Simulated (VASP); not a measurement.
Write the native input for VASP 6.6.1 that does the following.

- Task: single point
- Functional: PBE
- Potentials or basis: VASP PAW PBE potentials, release 64 (Mg, Tl_d, O)
- Cutoff: 520 eV
- k mesh: 6 × 6 × 1
- Occupations: gaussian, width 0.1 eV
- Spin: no spin polarisation
- Dipole correction: no
- Further INCAR settings: ALGO = Normal; EDIFF = 1e-06; NBANDS = 34

The structure of Mg5TlO4 lies in POSCAR:

```
Mg5TlO4
1.0
    3.3053653100      0.0000000000      0.0000000000
    0.0000000000      3.3053653100      0.0000000000
    0.0000000000      0.0000000000     16.5901625800
Mg Tl O
5 1 4
Direct
    0.5000000000      0.5000000000      0.1016230000
    0.5000000000      0.5000000000      0.3002359900
    0.5000000000      0.5000000000      0.5000000000
    0.5000000000      0.5000000000      0.6997640100
    0.5000000000      0.5000000000      0.8983770000
    0.0000000000      0.0000000000      0.0000000000
    0.0000000000      0.0000000000      0.1999610100
    0.0000000000      0.0000000000      0.4003480100
    0.0000000000      0.0000000000      0.5996519900
    0.0000000000      0.0000000000      0.8000389900
```

The cell was generated, and may not be a known phase.

The input as run:

INCAR

```
SYSTEM = Mg5TlO4
ALGO     = Normal         ! electronic algorithm
EDIFF    = 1E-6           ! SCF threshold, eV
ENCUT    = 520            ! plane-wave cutoff, eV
GGA      = PE             ! functional
ISIF     = 2              ! what is computed and relaxed
ISMEAR   = 0              ! smearing method
LASPH    = .True.         ! aspherical terms in the spheres
LCHARG   = .True.         ! write CHGCAR
LELF     = .True.         ! ELF
LREAL    = .False.        ! projectors in reciprocal space
LVHAR    = .True.       
LWAVE    = .False.        ! write WAVECAR
NBANDS   = 34             ! bands
NELM     = 80             ! most SCF steps
PREC     = Accurate       ! precision mode
SIGMA    = 0.1            ! smearing width, eV
```

KPOINTS

```
k-points
0
Gamma
  6 6 1
  0 0 0
```

Potentials or basis: VASP PAW PBE potentials, release 64 (Mg, Tl_d, O).

Launch:

```bash
$ cat potpaw_PBE.64/Mg/POTCAR potpaw_PBE.64/Tl_d/POTCAR potpaw_PBE.64/O/POTCAR > POTCAR
$ mpirun -np 1 vasp_std > vasp.out
```

It gave:

The pressure is -14.9 GPa. The largest force is 2.915 eV/Å. The band gap on the k mesh is zero (an odd number of electrons rules out a gap without spin polarisation).

Caveat: the k points lie up to 0.38 Å⁻¹ apart, too coarse for converged energies and pressures of a metal; spin-orbit coupling is left out, which moves the levels of the heavy elements; an odd number of electrons without spin polarisation forces a metal; a magnetic or distorted state may lie lower.

Run time: 44 s on 1 thread of AMD EPYC 9R45 96-Core Processor (Zen 5), with other jobs on the host, peak memory 0.29 GiB.
